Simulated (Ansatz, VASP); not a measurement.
**Al12NO in VASP and in Ansatz**

```
Al N O
1.0
     5.71430    0.00000    0.00000
     0.00000    5.71430    0.00000
     0.00000    0.00000   22.17502
Al N O
12 1 1
Direct
  0.25000 0.25000 0.18038
  0.25000 0.75000 0.18038
  0.75000 0.25000 0.18038
  0.75000 0.75000 0.18038
  0.00000 0.00000 0.27441
  0.00000 0.50000 0.27441
  0.50000 0.00000 0.27441
  0.50000 0.50000 0.27441
  0.25000 0.25000 0.36866
  0.25000 0.75000 0.36866
  0.75000 0.25000 0.36866
  0.75000 0.75000 0.36866
  0.26856 0.50000 0.41917
  0.73144 0.50000 0.41917
```

Alike in both runs: task single point; functional PBE; k mesh 5 × 5 × 1; occupations gaussian, width 0.1 eV; collinear spin.

|  | VASP | Ansatz |
| --- | --- | --- |
| version | VASP 6.6.1 | Ansatz 0.2.0 |
| potentials or method | VASP PAW PBE potentials, release 64 (Al, N, O), cutoff 520 eV | scalar-relativistic, plane waves, PAW |
| valence electrons in the cell | 47 | 47 |

```tsv
	VASP	Ansatz	Ansatz less VASP
gap on the k mesh at the Fermi level (eV)	none	none	-
rms of the force components (eV/Å)	0.376	0.386	+0.0093
net moment per atom (μB)	0.02	0.02	0.000
```

Atom by atom the forces differ by 0.013 eV/Å (rms over components). A gap of «none» marks a metal or a gap that the smearing closes. With one functional, cell and mesh, what is left measures potentials, basis and numerics.
